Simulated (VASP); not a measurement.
# C (Im-3m) in VASP: a series of runs

C is run at these levels: PBE; tasks: relaxation of cell and atoms.

Program: VASP 6.6.1. These are calculated values, not measurements. Logs are shortened: lines on timing, memory, paths and dates and some standing lists are left out, and cuts for length are marked.

**1. The cell of the first run**

Symmetry: Im-3m, No. 229, cubic system. The conventional cell has a = 2.301 Å, b = 2.301 Å, c = 2.301 Å, α = 90.00°, β = 90.00°, γ = 90.00°. Within 2.6 Å of C (site symmetry m-3m) lie 14 C at 1.99 to 2.30 Å.

**2. Relaxation of cell and atoms, PBE, target pressure 21 GPa, at which the enthalpy is minimised**

Input file INCAR:

```
ALGO     = Normal         # electronic algorithm
EDIFF    = 1E-6           # SCF threshold, eV
EDIFFG   = -0.005         # ionic threshold
ENCUT    = 600            # plane-wave cutoff, eV
GGA      = PE             # functional
IBRION   = 2              # ionic algorithm
ISIF     = 3              # what is computed and relaxed
ISMEAR   = -1             # smearing method
LASPH    = True           # aspherical terms in the spheres
LCHARG   = False          # write CHGCAR
LREAL    = False          # projectors in reciprocal space
LWAVE    = False          # write WAVECAR
NELM     = 100            # most SCF steps
NSW      = 32             # ionic steps
PREC     = Accurate       # precision mode
PSTRESS  = 210.0        
SIGMA    = 0.1            # smearing width, eV
```

Input file KPOINTS:

```
k-points
0
Gamma
  24 24 24
```

Input file POSCAR:

```
C
1.0
   -1.1505524552      1.1505524552      1.1505524552
    1.1505524552     -1.1505524552      1.1505524552
    1.1505524552      1.1505524552     -1.1505524552
C
1
Direct
    0.0000000000      0.0000000000      0.0000000000
```

Potentials or basis: VASP PAW PBE potentials, release 64 (C).

Command:

```
$ cat potpaw_PBE.64/C/POTCAR > POTCAR
$ mpirun -np 1 vasp_std > vasp.out
```

OUTCAR:

```text
EDIFF = 1E-6
   EDIFFG = -0.005
   ENCUT = 600
   GGA = PE
   IBRION = 2
   ISIF = 3
   ISMEAR = -1
   LASPH = True
   LREAL = False
   NELM = 100
   NSW = 32
   PREC = Accurate
   PSTRESS = 210.0

 ion  position               nearest neighbor table
   1  0.000  0.000  0.000-

  LATTYP: Found a body centered cubic cell.
 ALAT       =     2.3011049104

  Lattice vectors:

 A1 = (  -1.1505524552,   1.1505524552,   1.1505524552)
 A2 = (   1.1505524552,  -1.1505524552,   1.1505524552)
 A3 = (   1.1505524552,   1.1505524552,  -1.1505524552)

Analysis of symmetry for initial positions (statically):
=====================================================================
 Subroutine PRICEL returns:
 Original cell was already a primitive cell.

 Routine SETGRP: Setting up the symmetry group for a
 body centered cubic supercell.

 Subroutine GETGRP returns: Found 48 space group operations
 (whereof 48 operations were pure point group operations)
 out of a pool of 48 trial point group operations.

The static configuration has the point symmetry O_h .

Analysis of symmetry for dynamics (positions and initial velocities):
=====================================================================
 Subroutine PRICEL returns:
 Original cell was already a primitive cell.

 Routine SETGRP: Setting up the symmetry group for a
 body centered cubic supercell.

 Subroutine GETGRP returns: Found 48 space group operations
 (whereof 48 operations were pure point group operations)
 out of a pool of 48 trial point group operations.

The dynamic configuration has the point symmetry O_h .

 Subroutine INISYM returns: Found 48 space group operations
 (whereof 48 operations are pure point group operations),
 and found     1 'primitive' translations

----------------------------------------------------------------------------------------

                                     Primitive cell

  volume of cell :       6.0923

  direct lattice vectors                    reciprocal lattice vectors
    -1.150552455  1.150552455  1.150552455     0.000000000  0.434573841  0.434573841
     1.150552455 -1.150552455  1.150552455     0.434573841  0.000000000  0.434573841
     1.150552455  1.150552455 -1.150552455     0.434573841  0.434573841  0.000000000

  length of vectors
[... 79 lines left out ...]
   NELM   =    100;   NELMIN=  2; NELMDL= -5     # of ELM steps
   EDIFF  = 0.1E-05   stopping-criterion for ELM
   LREAL  =      F    real-space projection
   EDIFFG = -.5E-02   stopping-criterion for IOM
   NSW    =     32    number of steps for IOM
   IBRION =      2    ionic relax: 0-MD 1-quasi-New 2-CG
   NFREE  =      1    steps in history (QN), initial steepest desc. (CG)
   ISIF   =      3    stress and relaxation
   ISYM   =      2    0-nonsym 1-usesym 2-fastsym
   POTIM  = 0.5000    time-step for ionic-motion
   TEBEG  =    0.0;   TEEND  =   0.0 temperature during run
   PSTRESS=  210.0 pullay stress
   NELECT =       4.0000    total number of electrons
   NUPDOWN=      -1.0000    fix difference up-down
   EMIN   =  10.00;   EMAX   =-10.00  energy-range for DOS
   EFERMI =   0.00;   METHOD = LEGACY
   ISMEAR =    -1;   SIGMA  =   0.10  broadening in eV -4-tet -1-fermi 0-gaus
   EFERMI_NEDOS =   21; number of points for ismear=-14 and -15
   IALGO  =     38    algorithm
   IMIX   =      4    mixing-type and parameters
     AMIX     =   0.40;   BMIX     =  1.00
     AMIX_MAG =   1.60;   BMIX_MAG =  1.00
  volume/ion in A,a.u.               =       6.09        41.11
  Fermi-wavevector in a.u.,A,eV,Ry     =   1.422880  2.688854 27.546202  2.024589
  Thomas-Fermi vector in A             =   2.543537
   LORBIT       =      0    0 simple, 1 ext, 2 COOP (PROOUT), +10 PAW based schemes
   GGA     = PE    functional components
   LHFCALC =     F    Hartree Fock is set to
   AEXX    =    0.0000 exact exchange contribution
   IVDW    =     0    specifies the selected vdW correction
   LEPSILON=     F    determine dielectric tensor
   LRPA    =     F    only Hartree local field effects (RPA)
 conjugate gradient relaxation of ions
 non-spin polarized calculation
  energy-cutoff  :      600.00
  volume of cell :        6.09
 maximum number of plane-waves:       236
   NGX =  7   NGY =  7   NGZ =  7

 number of electron       4.0000000 magnetization

 Free energy of the ion-electron system (eV)
  ---------------------------------------------------
  ext. energy  EPLUGINS =         0.00000000
  ---------------------------------------------------
  free energy    TOTEN  =        -4.84339533 eV

  energy without entropy =       -4.83182626  energy(sigma->0) =       -4.83761079

 E-fermi :   9.8377     XC(G=0): -13.5799

 val. band max:        9.8061263934   @ k =  -0.2917   0.4583   0.0833
 cond. band min:       9.8573688514   @ k =   0.2500   0.2500   0.1667
 fundamental gap:      0.0512424580
 Fermi energy:         9.8377298758

 k-point     1 :       0.0000    0.0000    0.0000
  band No.  band energies     occupation
      1     -11.0767      2.00000
      2      19.7861      0.00000
      3      19.7861      0.00000
      4      19.7861      0.00000
      5      44.5594      0.00000
      6      44.5594      0.00000
[... 199 lines left out ...]
 k-point    24 :       0.4583    0.0417    0.0000
  band No.  band energies     occupation
      1      -0.4304      2.00000
      2       1.6654      2.00000
      3      14.4638      0.00000
      4      17.9709      0.00000
      5      32.9829      0.00000
      6      33.7030      0.00000

 [... further k-points ...]

------------------------ aborting loop because EDIFF is reached ----------------------------------------

  FORCE on cell =-STRESS in cart. coord.  units (eV):
  Direction    XX          YY          ZZ          XY          YZ          ZX
  --------------------------------------------------------------------------------------
  -------------------------------------------------------------------------------------
  Total        0.7952697      0.7952697      0.7952697     -0.0000000     -0.0000000      0.0000000
  in kB      209.1441637    209.1441637    209.1441637     -0.0000000     -0.0000000      0.0000000
  external PRESSURE =      -0.8558363 kB  Pullay stress =     210.0000000 kB

 VOLUME and BASIS-vectors are now :
 -----------------------------------------------------------------------------
  energy-cutoff  :      600.00
  volume of cell :        6.09
      direct lattice vectors                 reciprocal lattice vectors
    -1.150552455  1.150552455  1.150552455     0.000000000  0.434573841  0.434573841
     1.150552455 -1.150552455  1.150552455     0.434573841  0.000000000  0.434573841
     1.150552455  1.150552455 -1.150552455     0.434573841  0.434573841  0.000000000

 POSITION                                       TOTAL-FORCE (eV/Angst)
 -----------------------------------------------------------------------------------
      0.00000      0.00000      0.00000         0.000000      0.000000     -0.000000
 -----------------------------------------------------------------------------------
    total drift:                                0.000000     -0.000000     -0.000000

  FREE ENERGIE OF THE ION-ELECTRON SYSTEM (eV)
  ---------------------------------------------------
  free  energy   TOTEN  =        -4.8433953283 eV

  energy  without entropy=       -4.8318262612  energy(sigma->0) =       -4.83761079

  enthalpy is  TOTEN    =        -4.0448713272 eV   P V=        0.7985240011

 reached required accuracy - stopping structural energy minimisation
```

CONTCAR:

```text
C
   1.00000000000000
    -1.1505524551999999    1.1505524551999999    1.1505524551999999
     1.1505524551999999   -1.1505524551999999    1.1505524551999999
     1.1505524551999999    1.1505524551999999   -1.1505524551999999
  C
     1
Direct
     0.0000000000000000    0.0000000000000000    0.0000000000000000

  0.00000000E+00  0.00000000E+00  0.00000000E+00
```

Wall time 11 s (1 thread of AMD EPYC 7R43 (Zen 3), shared host); peak memory 0.09 GiB.

Results:

| Property | Result |
| --- | --- |
| Free energy | -4.8434 eV |
| Pressure after relaxing | 20.9 GPa |
| Band gap on the k mesh | zero (band 2 reaches 19.79 eV, above the bottom of band 3 at 4.21 eV) |

Final structure:
```yaml
crystal:
  lattice:
    - [-1.15055, 1.15055, 1.15055]
    - [1.15055, -1.15055, 1.15055]
    - [1.15055, 1.15055, -1.15055]
  atoms:
    - { symbol: C, position: [0.00000, 0.00000, 0.00000] }
```

Caveat: the relaxation stopped at its first step, so nothing moved; the cell is relaxed towards a set pressure, so the enthalpy falls and the energy may rise.

**3. Relaxation of cell and atoms, PBE, target pressure 21 GPa, at which the enthalpy is minimised**

This run uses another cell than the first one, of 6.52 Å³/atom, 1.070 times its volume.

Input file INCAR:

```
  PREC = Accurate
  ENCUT = 600
  EDIFF = 1E-6
  ISMEAR = -1
  SIGMA = 0.1
  LREAL = F
  LASPH = T
  NELM = 100
  ALGO = Normal
  ISIF = 3
  LWAVE = F
  LCHARG = F
  GGA = PE
  IBRION = 2
  NSW = 60
  EDIFFG = -0.005
  PSTRESS = 210.0
```

Input file KPOINTS:

```
Automatic mesh
0
Gamma
  24 24 24
```

Input file POSCAR:

```
C
1.0
   -1.1769732402      1.1769732402      1.1769732402
    1.1769732402     -1.1769732402      1.1769732402
    1.1769732402      1.1769732402     -1.1769732402
C
1
Direct
    0.0000000000      0.0000000000      0.0000000000
```

Potentials or basis: VASP PAW PBE potentials, release 64 (C).

Command:

```
$ cat potpaw_PBE.64/C/POTCAR > POTCAR
$ mpirun -np 1 vasp_std > vasp.out
```

OUTCAR:

```text
PREC = Accurate
   ENCUT = 600
   EDIFF = 1E-6
   ISMEAR = -1
   LREAL = F
   LASPH = T
   NELM = 100
   ISIF = 3
   GGA = PE
   IBRION = 2
   NSW = 60
   EDIFFG = -0.005
   PSTRESS = 210.0

 ion  position               nearest neighbor table
   1  0.000  0.000  0.000-

  LATTYP: Found a body centered cubic cell.
 ALAT       =     2.3539464804

  Lattice vectors:

 A1 = (  -1.1769732402,   1.1769732402,   1.1769732402)
 A2 = (   1.1769732402,  -1.1769732402,   1.1769732402)
 A3 = (   1.1769732402,   1.1769732402,  -1.1769732402)

Analysis of symmetry for initial positions (statically):
=====================================================================
 Subroutine PRICEL returns:
 Original cell was already a primitive cell.

 Routine SETGRP: Setting up the symmetry group for a
 body centered cubic supercell.

 Subroutine GETGRP returns: Found 48 space group operations
 (whereof 48 operations were pure point group operations)
 out of a pool of 48 trial point group operations.

The static configuration has the point symmetry O_h .

Analysis of symmetry for dynamics (positions and initial velocities):
=====================================================================
 Subroutine PRICEL returns:
[... 158 lines left out ...]

  FORCE on cell =-STRESS in cart. coord.  units (eV):
  Direction    XX          YY          ZZ          XY          YZ          ZX
  --------------------------------------------------------------------------------------
  -------------------------------------------------------------------------------------
  Total        0.1946344      0.1946344      0.1946344      0.0000000      0.0000000     -0.0000000
  in kB       47.8156956     47.8156956     47.8156956      0.0000000      0.0000000     -0.0000000
  external PRESSURE =    -162.1843044 kB  Pullay stress =     210.0000000 kB
[... 24 lines left out ...]
--------------------------------------- Ionic step        2  -------------------------------------------

 number of electron       4.0000000 magnetization

 E-fermi :  10.2743     XC(G=0): -13.7243

 val. band max:       10.2565026864   @ k =   0.2500   0.2500   0.1667
 cond. band min:      10.2911823081   @ k =   0.5000   0.5000   0.2917
 fundamental gap:      0.0346796216
 Fermi energy:        10.2742766405

 k-point     1 :       0.0000    0.0000    0.0000
  band No.  band energies     occupation
      1     -11.0656      2.00000
      2      20.5168      0.00000
      3      20.5168      0.00000
      4      20.5168      0.00000
      5      45.4841      0.00000
      6      45.4841      0.00000
[... 243 lines left out ...]
--------------------------------------- Ionic step        3  -------------------------------------------

 number of electron       4.0000000 magnetization

 Free energy of the ion-electron system (eV)
  ---------------------------------------------------
  ext. energy  EPLUGINS =         0.00000000
  ---------------------------------------------------
  free energy    TOTEN  =        -4.84397209 eV

  energy without entropy =       -4.83240329  energy(sigma->0) =       -4.83818769

 E-fermi :   9.8477     XC(G=0): -13.5833

 val. band max:        9.8155597478   @ k =  -0.2917   0.4583   0.0833
 cond. band min:       9.8663759941   @ k =   0.2500   0.2500   0.1667
 fundamental gap:      0.0508162463
 Fermi energy:         9.8476523229

 k-point     1 :       0.0000    0.0000    0.0000
  band No.  band energies     occupation
      1     -11.0768      2.00000
      2      19.8032      0.00000
      3      19.8032      0.00000
      4      19.8032      0.00000
      5      44.5794      0.00000
      6      44.5794      0.00000
[... 239 lines left out ...]
  energy  without entropy=       -4.8324032912  energy(sigma->0) =       -4.83818769

  enthalpy is  TOTEN    =        -4.0459829901 eV   P V=        0.7979890989

 reached required accuracy - stopping structural energy minimisation
```

Wall time 21 s (1 thread of AMD EPYC 7R43 (Zen 3), shared host); peak memory 0.09 GiB.

What came out:

- Free energy: -4.8440 eV
- Relaxed volume: 6.09 Å³/atom
- Relaxed cell: a = 1.992 Å, b = 1.992 Å, c = 1.992 Å, α = 109.47°, β = 109.47°, γ = 109.47°
- Space group after relaxing (to 0.05 Å): Im-3m (No. 229)
- Energy change on relaxing (the enthalpy is what falls): +33.7 meV/atom
- Ionic steps: 3
- Pressure after relaxing: 21.0 GPa
- Band gap on the k mesh: zero (band 2 reaches 19.80 eV, above the bottom of band 3 at 4.22 eV)

Step by step:
```
step  energy change (eV)  largest force (eV/Å)  pressure (GPa)  volume (Å³)
   1              0.0000                0.0000            4.78         6.52
   2              0.0601                0.0000           29.03         5.92
   3              0.0337                0.0000           20.98         6.09
```

Final structure:
```
C
1.0
    -1.15030    1.15030    1.15030
     1.15030   -1.15030    1.15030
     1.15030    1.15030   -1.15030
C
1
Direct
  0.00000 0.00000 0.00000
```

Levels at points of the mesh, in eV from the Fermi level:
```
           k point  band 1  band 2  band 3  band 4  band 5
(0.00, 0.00, 0.00)  -20.92    9.96    9.96    9.96   34.73
(0.50, 0.00, 0.00)   -9.79   -8.81    4.80    8.34   22.99
(0.50, 0.50, 0.50)   -1.80   -1.80   -1.80    1.70   12.01
```

Caveat: the cell is relaxed towards a set pressure, so the enthalpy falls and the energy may rise.
